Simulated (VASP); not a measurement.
W, 1 atom in the cell. The structure is trigonal, space group R-3m (No. 166). The conventional cell has a = 3.724 Å, b = 3.724 Å, c = 3.391 Å, α = 90.00°, β = 90.00°, γ = 120.00°. Within 3.2 Å of W (site symmetry -3m) lie 12 W at 2.43 to 3.12 Å. 

```yaml
Program: VASP 6.6.1
Task: single point
Functional: LDA
Potentials_or_basis: VASP PAW LDA potentials, release 64 (W_sv)
Cutoff: 520 eV
k_mesh: 22 × 22 × 22
Occupations: gaussian, width 0.15 eV
Spin: no spin polarisation
Dipole_correction: no
Further_INCAR_settings: ALGO = Fast; EDIFF = 1e-06; NBANDS = 13
```

Potentials or basis: VASP PAW LDA potentials, release 64 (W_sv).

Launch:

```sh
$ cat potpaw_LDA.64/W_sv/POTCAR > POTCAR
$ mpirun -np 1 vasp_std > vasp.out
```

Hardware: 1 thread of Intel(R) Xeon(R) 6975P-C (Granite Rapids), on a shared host.

Estimate the wall time of this run.

Wall time 60 s on 1 thread of Intel(R) Xeon(R) 6975P-C (Granite Rapids), with other jobs on the host, peak memory 0.26 GiB. Counts: scf iterations 12, k points 1024.
